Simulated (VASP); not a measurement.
# SbPt (P6_3/mmc) in VASP: a series of runs, part 2 of 2

VASP 6.6.1. Earlier steps stand in the parts before.

## (3) Relaxation of shape and atoms at fixed volume, r2SCAN (21.29 Å³/atom)

This run uses another cell than the first one, of 21.29 Å³/atom.

POSCAR

```
SbPt
1.0
    4.1831952680      0.0000000000      0.0000000000
   -2.0915976340      3.6227533710      0.0000000000
    0.0000000000      0.0000000000      5.6199278325
Sb Pt
2 2
Direct
    0.3333333333      0.6666666667      0.2500000000
    0.6666666667      0.3333333333      0.7500000000
    0.0000000000      0.0000000000      0.0000000000
    0.0000000000      0.0000000000      0.5000000000
```

INCAR.step1

```
SYSTEM = SbPt
PREC = Accurate ; ENCUT = 600
ISMEAR = 0 ; SIGMA = 0.05
LREAL = .False. ; LASPH = .True.
NELM = 60 ; GGA = PE
ALGO = Normal ; EDIFF = 1E-4
LWAVE = .True. ; LCHARG = .False.
```

INCAR.step2

```
SYSTEM = SbPt
PREC = Accurate ; ENCUT = 600
EDIFF = 1E-7 ; ISMEAR = 0
SIGMA = 0.05 ; LREAL = .False.
LASPH = .True. ; NELM = 60
ALGO = Normal ; ISIF = 4
LWAVE = .False. ; LCHARG = .False.
METAGGA = R2SCAN ; LMIXTAU = .True.
IBRION = 2 ; NSW = 60
EDIFFG = -0.01 ; ISTART = 1
```

KPOINTS

```
regular mesh
0
Gamma
  6 6 4
  0 0 0
```

Potentials or basis: VASP PAW PBE potentials, release 64 (Sb, Pt).

Command:

```console
$ cat potpaw_PBE.64/Sb/POTCAR potpaw_PBE.64/Pt/POTCAR > POTCAR
$ cp INCAR.step1 INCAR
$ mpirun -np 1 vasp_std > vasp.out
$ cp INCAR.step2 INCAR
$ mpirun -np 1 vasp_std > vasp.out
```

OUTCAR:

```text
SYSTEM = SbPt
   PREC = Accurate
   ENCUT = 600
   EDIFF = 1E-7
   ISMEAR = 0
   LREAL = .False.
   LASPH = .True.
   NELM = 60
   ISIF = 4
   METAGGA = R2SCAN
   IBRION = 2
   NSW = 60
   EDIFFG = -0.01
   ISTART = 1

 ion  position               nearest neighbor table
   1  0.333  0.667  0.250-   3 2.79   4 2.79   3 2.79   4 2.79   3 2.79   4 2.79   2 3.71   2 3.71
                             2 3.71   2 3.71   2 3.71   2 3.71
   2  0.667  0.333  0.750-   3 2.79   4 2.79   3 2.79   4 2.79   3 2.79   4 2.79   1 3.71   1 3.71
                             1 3.71   1 3.71   1 3.71   1 3.71
[... 666 lines left out ...]
  -------------------------------------------------------------------------------------
  Total       -1.4538976     -1.4538976     -1.5018130      0.0000000      0.0000000     -0.0000000
  in kB      -27.3505931    -27.3505931    -28.2519734      0.0000000      0.0000000     -0.0000000
  external PRESSURE =     -27.6510532 kB  Pullay stress =       0.0000000 kB

 VOLUME and BASIS-vectors are now :
 -----------------------------------------------------------------------------
  energy-cutoff  :      600.00
  volume of cell :       85.17
      direct lattice vectors                 reciprocal lattice vectors
     4.183195268  0.000000000  0.000000000     0.239051714  0.138016572  0.000000000
    -2.091597634  3.622753371  0.000000000     0.000000000  0.276033143  0.000000000
     0.000000000  0.000000000  5.619927833     0.000000000  0.000000000  0.177938228

 POSITION                                       TOTAL-FORCE (eV/Angst)
 -----------------------------------------------------------------------------------
     -0.00000      2.41517      1.40498         0.000000     -0.000000      0.000000
      2.09160      1.20758      4.21495        -0.000000      0.000000      0.000000
      0.00000      0.00000      0.00000        -0.000000     -0.000000      0.000000
      0.00000      0.00000      2.80996        -0.000000     -0.000000      0.000000
 -----------------------------------------------------------------------------------
    total drift:                               -0.000000      0.000000      0.000000

  FREE ENERGIE OF THE ION-ELECTRON SYSTEM (eV)
  ---------------------------------------------------
  free  energy   TOTEN  =      -156.1915797797 eV

  energy  without entropy=     -156.1900293497  energy(sigma->0) =     -156.19080456

 reached required accuracy - stopping structural energy minimisation
```

OUTCAR.step1:

```text
SYSTEM = SbPt
   PREC = Accurate
   ENCUT = 600
   ISMEAR = 0
   LREAL = .False.
   LASPH = .True.
   NELM = 60
[... 690 lines left out ...]
      2.09160      1.20758      4.21495        -0.000000      0.000000      0.000000
      0.00000      0.00000      0.00000         0.000000      0.000000      0.000000
      0.00000      0.00000      2.80996         0.000000      0.000000      0.000000
 -----------------------------------------------------------------------------------
    total drift:                               -0.000000      0.000000      0.000000

  FREE ENERGIE OF THE ION-ELECTRON SYSTEM (eV)
  ---------------------------------------------------
  free  energy   TOTEN  =       -22.1575810980 eV

  energy  without entropy=      -22.1569689882  energy(sigma->0) =      -22.15727504
```

OSZICAR.step1:

```text
N       E                     dE             d eps       ncg     rms          rms(c)
DAV:   1     0.198672563495E+03    0.19867E+03   -0.14002E+04   798   0.155E+03
DAV:   2    -0.126107904738E+02   -0.21128E+03   -0.20195E+03   955   0.272E+02
DAV:   3    -0.224643161624E+02   -0.98535E+01   -0.93925E+01   982   0.603E+01
DAV:   4    -0.226374503485E+02   -0.17313E+00   -0.17264E+00   912   0.809E+00
DAV:   5    -0.226408368307E+02   -0.33865E-02   -0.33859E-02   958   0.119E+00    0.118E+01
DAV:   6    -0.222563178316E+02    0.38452E+00   -0.17835E+00   872   0.109E+01    0.600E+00
DAV:   7    -0.221772614104E+02    0.79056E-01   -0.21906E-01   862   0.360E+00    0.318E+00
DAV:   8    -0.221576167571E+02    0.19645E-01   -0.75880E-02   897   0.222E+00    0.324E-01
DAV:   9    -0.221575413188E+02    0.75438E-04   -0.22311E-03   930   0.302E-01    0.221E-01
DAV:  10    -0.221575810980E+02   -0.39779E-04   -0.96582E-04   842   0.207E-01
   1 F= -.22157581E+02 E0= -.22157275E+02  d E =-.612110E-03
```

Run time: 3.8 min. Hardware: 1 thread of Intel Xeon 8259CL, shared host; peak memory 0.27 GiB.

What came out:

| Property | Result |
| --- | --- |
| Free energy | -156.1916 eV |
| Pressure after relaxing | -2.8 GPa |
| Band gap on the k mesh | zero (bands 15 and 16 overlap by 4.13 eV) |

Stress tensor (GPa, compression positive):
```
-2.74  0.00  0.00
 0.00 -2.74  0.00
 0.00  0.00 -2.83
```

Final structure:
```
Sb Pt
1.0
     4.18320    0.00000    0.00000
    -2.09160    3.62275    0.00000
     0.00000    0.00000    5.61993
Sb Pt
2 2
Direct
  0.33333 0.66667 0.25000
  0.66667 0.33333 0.75000
  0.00000 0.00000 0.00000
  0.00000 0.00000 0.50000
```

Levels at points of the mesh, in eV from the Fermi level:
| k point | band 13 | band 14 | band 15 | band 16 | band 17 | band 18 |
| --- | --- | --- | --- | --- | --- | --- |
| (0.00, 0.00, 0.00) | -0.03 | -0.03 | 0.59 | 2.31 | 2.88 | 3.67 |
| (0.50, 0.00, 0.00) | -2.69 | -2.39 | -2.21 | -0.59 | 1.77 | 4.38 |
| (0.00, 0.00, 0.50) | -1.19 | -1.19 | 2.37 | 2.37 | 2.37 | 2.37 |
| (0.50, 0.00, 0.50) | -3.05 | -3.05 | 0.43 | 0.43 | 1.81 | 1.81 |

Caveat: the PAW data sets were made with another functional, which shifts forces and pressure a little; spin-orbit coupling is left out, which moves the levels of the heavy elements.

## (4) Relaxation of shape and atoms at fixed volume, r2SCAN+rVV10 (21.48 Å³/atom)

This run uses another cell than the first one, of 21.48 Å³/atom.

POSCAR

```
SbPt
1.0
    4.1970033909      0.0000000000      0.0000000000
   -2.0985016955      3.6347115563      0.0000000000
    0.0000000000      0.0000000000      5.6312007713
Sb Pt
2 2
Direct
    0.3333333333      0.6666666667      0.2500000000
    0.6666666667      0.3333333333      0.7500000000
    0.0000000000      0.0000000000      0.0000000000
    0.0000000000      0.0000000000      0.5000000000
```

INCAR.step1

```
SYSTEM = SbPt
PREC = Accurate
ENCUT = 600
ISMEAR = 0
SIGMA = 0.05
LREAL = .FALSE.
LASPH = .TRUE.
NELM = 80
GGA = PE
ALGO = Normal
EDIFF = 1E-4
LWAVE = .TRUE.
LCHARG = .FALSE.
```

INCAR.step2

```
SYSTEM = SbPt
PREC = Accurate
ENCUT = 600
EDIFF = 1E-7
ISMEAR = 0
SIGMA = 0.05
LREAL = .FALSE.
LASPH = .TRUE.
NELM = 80
ALGO = Normal
ISIF = 4
LWAVE = .FALSE.
LCHARG = .FALSE.
METAGGA = R2SCAN
LMIXTAU = .TRUE.
LUSE_VDW = .TRUE.
IVDW_NL = 2
BPARAM = 11.95
CPARAM = 0.0093
IBRION = 2
NSW = 60
EDIFFG = -0.01
ISTART = 1
```

KPOINTS

```
Automatic mesh
0
G
  6 6 4
  0 0 0
```

Command:

```console
$ cat potpaw_PBE.64/Sb/POTCAR potpaw_PBE.64/Pt/POTCAR > POTCAR
$ cp INCAR.step1 INCAR
$ mpirun -np 1 vasp_std > vasp.out
$ cp INCAR.step2 INCAR
$ mpirun -np 1 vasp_std > vasp.out
```

It took 7.5 min on 1 thread of Intel Xeon 8259CL, shared host; peak memory 0.5 GiB.

It converged, with:

```yaml
Free_energy: -155.5166 eV
Pressure_after_relaxing: -4.9 GPa
Band_gap_on_the_k_mesh: zero (bands 15 and 16 overlap by 4.09 eV)
```

Final structure:
```xyz
4
Lattice="4.1970 0.0000 0.0000 -2.0985 3.6347 0.0000 0.0000 0.0000 5.6312" Properties=species:S:1:pos:R:3 pbc="T T T"
Sb    0.0000    2.4231    1.4078
Sb    2.0985    1.2116    4.2234
Pt    0.0000    0.0000    0.0000
Pt    0.0000    0.0000    2.8156
```

Levels at points of the mesh, in eV from the Fermi level:
```
           k point  band 12  band 13  band 14  band 15  band 16  band 17  band 18  band 19
(0.00, 0.00, 0.00)    -2.17    -0.02    -0.02     0.60     2.31     2.85     3.64     3.64
(0.50, 0.00, 0.00)    -2.79    -2.64    -2.34    -2.16    -0.60     1.77     4.35     4.49
(0.00, 0.00, 0.50)    -3.53    -1.18    -1.18     2.36     2.36     2.36     2.36     5.45
(0.50, 0.00, 0.50)    -3.13    -3.00    -3.00     0.44     0.44     1.78     1.78     3.96
```

Caveat: the PAW data sets were made with another functional, which shifts forces and pressure a little; spin-orbit coupling is left out, which moves the levels of the heavy elements.

## (5) Overview

```csv
level,cell,gap on the mesh (eV),pressure (GPa)
r2SCAN+rVV10,"relaxed from a = 4.168, b = 4.168, c = 5.601 Å, angles 90.0, 90.0, 120.0°, 4 atoms",none,-2.4
r2SCAN,"relaxed from a = 4.183, b = 4.183, c = 5.620 Å, angles 90.0, 90.0, 120.0°, 4 atoms",none,-2.8
r2SCAN+rVV10,"relaxed from a = 4.197, b = 4.197, c = 5.631 Å, angles 90.0, 90.0, 120.0°, 4 atoms",none,-4.9
```

Alike in all rows: task relaxation of shape and atoms at fixed volume; potentials or basis VASP PAW PBE potentials, release 64 (Sb, Pt); no spin polarisation; k mesh 6 × 6 × 4; cutoff (eV) 600; smearing gaussian 0.05 eV.

Caveats: the PAW data sets were made with another functional, which shifts forces and pressure a little; spin-orbit coupling is left out, which moves the levels of the heavy elements.

Total energies depend on the potentials used, so only differences within one code and one set of settings carry meaning.
